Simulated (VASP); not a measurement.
Here is a VASP 6.6.1 calculation.

File INCAR:

```
PREC = Accurate ; ENCUT = 520
EDIFF = 1E-6 ; ISMEAR = 0
SIGMA = 0.1 ; LREAL = F
LASPH = T ; NELM = 100
ALGO = Normal ; ISIF = 2
LWAVE = F ; LCHARG = F
GGA = PE ; NBANDS = 67
```

The input KPOINTS:

```
Automatic mesh
0
Gamma
  4 4 2
```

The input POSCAR:

```
ScNb2O3
1.0
    3.1057568218     -2.5403449400      0.0000000000
    3.1057568218      2.5403449400      0.0000000000
   -0.7188042708      0.0000000000     10.1200521072
Sc Nb O
2 4 6
Direct
    0.5714766935      0.0213340314      0.0073695232
    0.0213340314      0.5714766935      0.5073695232
    0.8840058702      0.4208580151      0.7887695316
    0.4208580151      0.8840058702      0.2887695316
    0.4779230914      0.9826303545      0.6705467893
    0.9826303545      0.4779230914      0.1705467893
    0.3446309948      0.5083547600      0.7017010634
    0.5083547600      0.3446309948      0.2017010634
    0.7318773884      0.4976326304      0.9767697313
    0.9371557938      0.1223190562      0.6048092099
    0.1223190562      0.9371557938      0.1048092099
    0.4976326304      0.7318773884      0.4767697313
```

Potentials or basis: VASP PAW PBE potentials, release 64 (Sc_sv, Nb_sv, O).

The run is started by

```console
$ cat potpaw_PBE.64/Sc_sv/POTCAR potpaw_PBE.64/Nb_sv/POTCAR potpaw_PBE.64/O/POTCAR > POTCAR
$ mpirun -np 1 vasp_std > vasp.out
```

(1) What does it give for the pressure?

(2) What does it give for the largest force?

Answers

(1) 0.1 GPa.

(2) 0.051 eV/Å.

Caveat: the k points lie up to 0.40 Å⁻¹ apart.
